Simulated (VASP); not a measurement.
CeO2: single point with PBEsol

CeO2:

```xyz
3
Lattice="0.0000 2.6812 2.6812 2.6812 0.0000 2.6812 2.6812 2.6812 0.0000" Properties=species:S:1:pos:R:3 pbc="T T T"
Ce    0.0000    0.0000    0.0000
O     1.3406    1.3406    1.3406
O     4.0217    4.0217    4.0217
```

```yaml
Program: VASP 6.6.1
Task: single point
Functional: PBEsol
Potentials_or_basis: VASP PAW PBE potentials, release 64 (Ce, O)
Cutoff: 600 eV
k_mesh: 6 × 6 × 6
Occupations: gaussian, width 0.03 eV
Spin: no spin polarisation
Dipole_correction: no
Further_INCAR_settings: ALGO = Normal; EDIFF = 1e-06; NBANDS = 19
```

```
Pressure               : 3.9 GPa
Band gap on the k mesh : 2.15 eV (least direct gap 2.23 eV)
```

Levels at points of the mesh, in eV from the valence-band top:
```
           k point  band 10  band 11  band 12  band 13  band 14  band 15
(0.00, 0.00, 0.00)    -0.56    -0.56    -0.56     2.50     2.50     2.50
(0.50, 0.00, 0.00)    -1.16    -0.72    -0.72     2.15     2.36     2.36
(0.50, 0.50, 0.00)    -0.76    -0.76    -0.57     2.18     2.31     2.31
```

Run time: 19 s on 1 thread of Intel(R) Xeon(R) 6975P-C (Granite Rapids) (shared host), peak memory 0.18 GiB.

Caveat: the cell stands under pressure; the PAW data sets were made with another functional, which shifts forces and pressure a little; spin-orbit coupling is left out, which moves the levels of the heavy elements. As with any semilocal functional, this PBEsol gap is likely too small.
